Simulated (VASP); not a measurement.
# BP (zinc blende) (F-43m) in VASP: a series of runs

BP (zinc blende) is run at these levels: PBE; tasks: single point.

All numbers are computed with VASP 6.6.1; they aren't measurements. Logs are shortened: lines on timing, memory, paths and dates and some standing lists are left out, and cuts for length are marked.

### 1 The cell of the first run

It takes space group F-43m (No. 216, cubic). The conventional cell has a = 3.825 Å, b = 3.825 Å, c = 3.825 Å, α = 90.00°, β = 90.00°, γ = 90.00°. B (site symmetry -43m) has 4 P at 1.66 Å within 2.2 Å. Within 2.2 Å of P (site symmetry -43m) lie 4 B at 1.66 Å.

### 2 Single point, PBE (volume scaled by 0.6)

File INCAR:

```
SYSTEM = BP
PREC = Accurate
ENCUT = 500
EDIFF = 1E-6
ISMEAR = 0
SIGMA = 0.05
LREAL = .False.
LASPH = .True.
NELM = 120
ALGO = Normal
ISIF = 2
LWAVE = .False.
LCHARG = .False.
GGA = PE
NBANDS = 11
GGA_COMPAT = .False.
```

File KPOINTS:

```
Automatic mesh
0
Gamma
  12 12 12
  0 0 0
```

File POSCAR:

```
BP
1.0
    0.0000000000      1.9124835686      1.9124835686
    1.9124835686      0.0000000000      1.9124835686
    1.9124835686      1.9124835686      0.0000000000
B P
1 1
Direct
    0.0000000000      0.0000000000      0.0000000000
    0.2500000000      0.2500000000      0.2500000000
```

Potentials or basis: VASP PAW PBE potentials, release 64 (B, P).

Started as:

```
cat potpaw_PBE.64/B/POTCAR potpaw_PBE.64/P/POTCAR > POTCAR
mpirun -np 1 vasp_std > vasp.out
```

OUTCAR:

```text
SYSTEM = BP
   PREC = Accurate
   ENCUT = 500
   EDIFF = 1E-6
   ISMEAR = 0
   LREAL = .False.
   LASPH = .True.
   NELM = 120
   ISIF = 2
   GGA = PE

 ion  position               nearest neighbor table
   1  0.000  0.000  0.000-   2 1.66   2 1.66   2 1.66   2 1.66
   2  0.250  0.250  0.250-   1 1.66   1 1.66   1 1.66   1 1.66

  LATTYP: Found a face centered cubic cell.
 ALAT       =     3.8249671372

  Lattice vectors:

 A1 = (   0.0000000000,   1.9124835686,   1.9124835686)
 A2 = (   1.9124835686,   0.0000000000,   1.9124835686)
 A3 = (   1.9124835686,   1.9124835686,   0.0000000000)

Analysis of symmetry for initial positions (statically):
=====================================================================
 Subroutine PRICEL returns:
 Original cell was already a primitive cell.

 Routine SETGRP: Setting up the symmetry group for a
 face centered cubic supercell.

 Subroutine GETGRP returns: Found 24 space group operations
 (whereof 24 operations were pure point group operations)
 out of a pool of 48 trial point group operations.

The static configuration has the point symmetry T_d .

Analysis of symmetry for dynamics (positions and initial velocities):
=====================================================================
 Subroutine PRICEL returns:
 Original cell was already a primitive cell.

 Routine SETGRP: Setting up the symmetry group for a
 face centered cubic supercell.

 Subroutine GETGRP returns: Found 24 space group operations
 (whereof 24 operations were pure point group operations)
 out of a pool of 48 trial point group operations.

The dynamic configuration has the point symmetry T_d .

 Subroutine INISYM returns: Found 24 space group operations
 (whereof 24 operations are pure point group operations),
 and found     1 'primitive' translations

----------------------------------------------------------------------------------------

                                     Primitive cell

  volume of cell :      13.9902

  direct lattice vectors                    reciprocal lattice vectors
     0.000000000  1.912483569  1.912483569    -0.261440155  0.261440155  0.261440155
     1.912483569  0.000000000  1.912483569     0.261440155 -0.261440155  0.261440155
     1.912483569  1.912483569  0.000000000     0.261440155  0.261440155 -0.261440155

  length of vectors
     2.704660201  2.704660201  2.704660201     0.452827631  0.452827631  0.452827631

  position of ions in fractional coordinates (direct lattice)
     0.000000000  0.000000000  0.000000000
     0.250000000  0.250000000  0.250000000

  ion indices of the primitive-cell ions
   primitive index   ion index
                 1           1
                 2           2

----------------------------------------------------------------------------------------

 KPOINTS: Automatic mesh

Automatic generation of k-mesh.
 Grid dimensions read from file:
 generate k-points for:   12   12   12

 Generating k-lattice:

  Cartesian coordinates                     Fractional coordinates (reciprocal lattice)
    -0.021786680  0.021786680  0.021786680     0.083333333  0.000000000  0.000000000
     0.021786680 -0.021786680  0.021786680     0.000000000  0.083333333  0.000000000
     0.021786680  0.021786680 -0.021786680     0.000000000  0.000000000  0.083333333

  Length of vectors
     0.037735636  0.037735636  0.037735636

  Shift w.r.t. Gamma in fractional coordinates (k-lattice)
     0.000000000  0.000000000  0.000000000

 Subroutine IBZKPT returns following result:
 ===========================================

 Found     72 irreducible k-points:

 Following reciprocal coordinates:
            Coordinates               Weight
  0.000000  0.000000  0.000000      1.000000
  0.083333  0.000000  0.000000      8.000000
  0.166667  0.000000  0.000000      8.000000
  0.250000  0.000000  0.000000      8.000000
  0.333333  0.000000  0.000000      8.000000
  0.416667  0.000000  0.000000      8.000000
[... 16 lines left out ...]
  0.500000  0.166667  0.000000     24.000000
 -0.416667  0.166667  0.000000     24.000000
 [... further k-points ...]
   k-points           NKPTS =     72   k-points in BZ     NKDIM =     72   number of bands    NBANDS=     11
   number of dos      NEDOS =    301   number of ions     NIONS =      2
   total plane-waves  NPLWV =   8000
   dimension x,y,z NGX =    20 NGY =   20 NGZ =   20
   dimension x,y,z NGXF=    40 NGYF=   40 NGZF=   40
   ions per type =               1   1
   NGX,Y,Z   is equivalent  to a cutoff of  12.29, 12.29, 12.29 a.u.
   NGXF,Y,Z  is equivalent  to a cutoff of  24.59, 24.59, 24.59 a.u.
 SYSTEM =  BP
   PREC   = accura    normal or accurate (medium, high low for compatibility)
   ISTART =      0    job   : 0-new  1-cont  2-samecut
   ICHARG =      2    charge: 1-file 2-atom 10-const
   ISPIN  =      1    spin polarized calculation?
   LNONCOLLINEAR =      F non collinear calculations
   LSORBIT =      F    spin-orbit coupling
   LASPH  =      T    aspherical Exc in radial PAW
   ENCUT  =  500.0 eV  36.75 Ry    6.06 a.u.   4.93  4.93  4.93*2*pi/ulx,y,z
   NELM   =    120;   NELMIN=  2; NELMDL= -5     # of ELM steps
   EDIFF  = 0.1E-05   stopping-criterion for ELM
   LREAL  =      F    real-space projection
   EDIFFG = 0.1E-04   stopping-criterion for IOM
   NSW    =      0    number of steps for IOM
   IBRION =     -1    ionic relax: 0-MD 1-quasi-New 2-CG
   NFREE  =      0    steps in history (QN), initial steepest desc. (CG)
   ISIF   =      2    stress and relaxation
   ISYM   =      2    0-nonsym 1-usesym 2-fastsym
   POTIM  = 0.5000    time-step for ionic-motion
   TEBEG  =    0.0;   TEEND  =   0.0 temperature during run
   PSTRESS=    0.0 pullay stress
   NELECT =       8.0000    total number of electrons
   NUPDOWN=      -1.0000    fix difference up-down
   EMIN   =  10.00;   EMAX   =-10.00  energy-range for DOS
   EFERMI =   0.00;   METHOD = LEGACY
   ISMEAR =     0;   SIGMA  =   0.05  broadening in eV -4-tet -1-fermi 0-gaus
   EFERMI_NEDOS =   21; number of points for ismear=-14 and -15
   IALGO  =     38    algorithm
   IMIX   =      4    mixing-type and parameters
     AMIX     =   0.40;   BMIX     =  1.00
     AMIX_MAG =   1.60;   BMIX_MAG =  1.00
  volume/ion in A,a.u.               =       7.00        47.21
  Fermi-wavevector in a.u.,A,eV,Ry     =   1.358826  2.567808 25.121900  1.846408
  Thomas-Fermi vector in A             =   2.485626
   LORBIT       =      0    0 simple, 1 ext, 2 COOP (PROOUT), +10 PAW based schemes
   GGA     = PE    functional components
   LHFCALC =     F    Hartree Fock is set to
   AEXX    =    0.0000 exact exchange contribution
   IVDW    =     0    specifies the selected vdW correction
   LEPSILON=     F    determine dielectric tensor
   LRPA    =     F    only Hartree local field effects (RPA)
 non-spin polarized calculation
 Gauss-broadening in eV      SIGMA  =   0.05
  energy-cutoff  :      500.00
  volume of cell :       13.99
 maximum number of plane-waves:       366
   NGX =  9   NGY =  9   NGZ =  9

 number of electron       7.9999999 magnetization

 Free energy of the ion-electron system (eV)
  ---------------------------------------------------
  ext. energy  EPLUGINS =         0.00000000
  ---------------------------------------------------
  free energy    TOTEN  =        -8.64463639 eV

  energy without entropy =       -8.64463526  energy(sigma->0) =       -8.64463582

 E-fermi :  14.6092     XC(G=0): -13.2429

 val. band max:       14.5035804606   @ k =   0.0000   0.0000   0.0000
 cond. band min:      14.7148919516   @ k =   0.5000   0.5000   0.0000
 fundamental gap:      0.2113114910
 Fermi energy:        14.6092368981

 k-point     1 :       0.0000    0.0000    0.0000
  band No.  band energies     occupation
      1      -6.1001      2.00000
      2      14.5036      1.99720
      3      14.5036      1.99720
      4      14.5036      1.99720
      5      19.6159      0.00000
      6      19.6159      0.00000
      7      19.6159      0.00000
      8      28.6568      0.00000
      9      28.6568      0.00000
     10      29.4667      0.00000
     11      32.0457      0.00000

 k-point     2 :       0.0833    0.0000    0.0000
  band No.  band energies     occupation
      1      -5.9172      2.00000
      2      13.2883      2.00000
      3      14.2413      2.00000
      4      14.2413      2.00000
      5      20.0142      0.00000
      6      20.0142      0.00000
      7      20.2247      0.00000
      8      27.7959      0.00000
      9      27.7959      0.00000
     10      29.2589      0.00000
     11      32.1596      0.00000

 k-point     3 :       0.1667    0.0000    0.0000
  band No.  band energies     occupation
      1      -5.3700      2.00000
      2      10.8000      2.00000
      3      13.6851      2.00000
      4      13.6851      2.00000
      5      20.7460      0.00000
      6      20.7460      0.00000
      7      21.0746      0.00000
      8      26.8044      0.00000
      9      26.8044      0.00000
     10      28.5902      0.00000
     11      32.9415      0.00000

 k-point     4 :       0.2500    0.0000    0.0000
  band No.  band energies     occupation
      1      -4.4647      2.00000
      2       8.0344      2.00000
      3      13.1343      2.00000
      4      13.1343      2.00000
      5      20.9027      0.00000
      6      20.9027      0.00000
      7      21.5973      0.00000
      8      27.1798      0.00000
      9      27.1798      0.00000
     10      27.8084      0.00000
     11      34.0286      0.00000

 k-point     5 :       0.3333    0.0000    0.0000
  band No.  band energies     occupation
      1      -3.2161      2.00000
      2       5.3377      2.00000
      3      12.7177      2.00000
      4      12.7177      2.00000
      5      20.4188      0.00000
      6      20.4188      0.00000
      7      21.8515      0.00000
      8      27.1780      0.00000
      9      29.0123      0.00000
     10      29.0123      0.00000
     11      35.0955      0.00000
[... 211 lines left out ...]
 k-point    21 :       0.3333    0.1667    0.0000
  band No.  band energies     occupation
      1      -3.4454      2.00000
      2       7.5674      2.00000
      3      10.9203      2.00000
      4      11.6234      2.00000
      5      17.8242      0.00000
      6      21.4799      0.00000
      7      24.0603      0.00000
      8      25.0474      0.00000
      9      31.2437      0.00000
     10      31.8250      0.00000
     11      36.0262      0.00000

 k-point    22 :       0.4167    0.1667    0.0000
  band No.  band energies     occupation
      1      -2.0968      2.00000
      2       5.0271      2.00000
      3      10.7323      2.00000
      4      10.7979      2.00000
      5      17.7076      0.00000
      6      23.0110      0.00000
      7      23.3203      0.00000
      8      25.7450      0.00000
      9      31.2982      0.00000
     10      33.1683      0.00000
     11      36.7889      0.00000

 k-point    23 :       0.5000    0.1667    0.0000
  band No.  band energies     occupation
      1      -0.5101      2.00000
      2       2.7643      2.00000
      3       9.9554      2.00000
      4      10.9678      2.00000
      5      17.8064      0.00000
      6      22.5576      0.00000
      7      24.1138      0.00000
      8      27.2377      0.00000
      9      30.8304      0.00000
     10      33.3400      0.00000
     11      36.7336      0.00000

 k-point    24 :      -0.4167    0.1667    0.0000
  band No.  band energies     occupation
      1      -0.0319      2.00000
      2       2.1909      2.00000
      3       9.3952      2.00000
      4      11.4119      2.00000
      5      18.2454      0.00000
      6      22.0121      0.00000
      7      24.3644      0.00000
      8      29.1112      0.00000
      9      30.6192      0.00000
     10      30.6487      0.00000
     11      36.0952      0.00000

 [... further k-points ...]
[... 5 lines left out ...]
  --------------------------------------------------------------------------------------
  -------------------------------------------------------------------------------------
  Total       18.8240093     18.8240093     18.8240093     -0.0000000     -0.0000000      0.0000000
  in kB     2155.7558757   2155.7558757   2155.7558757     -0.0000000     -0.0000000      0.0000000
  external PRESSURE =    2155.7558757 kB  Pullay stress =       0.0000000 kB

 VOLUME and BASIS-vectors are now :
 -----------------------------------------------------------------------------
  energy-cutoff  :      500.00
  volume of cell :       13.99
      direct lattice vectors                 reciprocal lattice vectors
     0.000000000  1.912483569  1.912483569    -0.261440155  0.261440155  0.261440155
     1.912483569  0.000000000  1.912483569     0.261440155 -0.261440155  0.261440155
     1.912483569  1.912483569  0.000000000     0.261440155  0.261440155 -0.261440155

 POSITION                                       TOTAL-FORCE (eV/Angst)
 -----------------------------------------------------------------------------------
      0.00000      0.00000      0.00000         0.000000     -0.000000      0.000000
      0.95624      0.95624      0.95624        -0.000000      0.000000     -0.000000
 -----------------------------------------------------------------------------------
    total drift:                               -0.000000     -0.000000      0.000000

  FREE ENERGIE OF THE ION-ELECTRON SYSTEM (eV)
  ---------------------------------------------------
  free  energy   TOTEN  =        -8.6446363865 eV

  energy  without entropy=       -8.6446352598  energy(sigma->0) =       -8.64463582
```

It took 18 s on 1 thread of Intel Xeon 8259CL, shared host; peak memory 0.12 GiB.

What came out:

* Free energy: -8.6446 eV
* Pressure: 215.6 GPa
* Band gap on the k mesh: 0.21 eV, indirect (least direct gap 4.96 eV)

Levels at points of the mesh, in eV from the valence-band top:
```csv
k point,band 1,band 2,band 3,band 4,band 5,band 6,band 7,band 8
"(0.00, 0.00, 0.00)",-20.60,0.00,0.00,0.00,5.11,5.11,5.11,14.15
"(0.50, 0.00, 0.00)",-14.92,-13.18,-2.12,-2.12,5.23,5.23,7.47,12.16
"(0.50, 0.50, 0.00)",-12.78,-11.36,-5.91,-5.91,0.21,1.59,17.53,17.53
```

### 3 Single point, PBE (volume scaled by 0.64)

File INCAR:

```
SYSTEM = BP
PREC = Accurate ; ENCUT = 500
EDIFF = 1E-6 ; ISMEAR = 0
SIGMA = 0.05 ; LREAL = .False.
LASPH = .True. ; NELM = 120
ALGO = Normal ; ISIF = 2
LWAVE = .False. ; LCHARG = .False.
GGA = PE ; NBANDS = 11
GGA_COMPAT = .False.
```

KPOINTS is that of step 2.

File POSCAR:

```
BP
1.0
    0.0000000000      1.9540722639      1.9540722639
    1.9540722639      0.0000000000      1.9540722639
    1.9540722639      1.9540722639      0.0000000000
B P
1 1
Direct
    0.0000000000      0.0000000000      0.0000000000
    0.2500000000      0.2500000000      0.2500000000
```

Potentials or basis: VASP PAW PBE potentials, release 64 (B, P).

Started as:

```
cat potpaw_PBE.64/B/POTCAR potpaw_PBE.64/P/POTCAR > POTCAR
mpirun -np 1 vasp_std > vasp.out
```

Wall time 17 s (1 thread of Intel Xeon 8259CL, shared host); peak memory 0.13 GiB.

Results (log left out):

```
Free energy            : -9.7582 eV
Pressure               : 168.5 GPa
Band gap on the k mesh : 0.34 eV, indirect (least direct gap 4.67 eV)
```

Levels at points of the mesh, in eV from the valence-band top:
```
           k point  band 2  band 3  band 4  band 5  band 6  band 7
(0.00, 0.00, 0.00)    0.00    0.00    0.00    4.75    4.75    4.75
(0.50, 0.00, 0.00)  -12.63   -2.11   -2.11    5.12    5.12    6.93
(0.50, 0.50, 0.00)  -11.01   -5.71   -5.71    0.34    1.52   16.76
```

 A k mesh can miss the band edges.

(Part 1 of 2 ends here.)
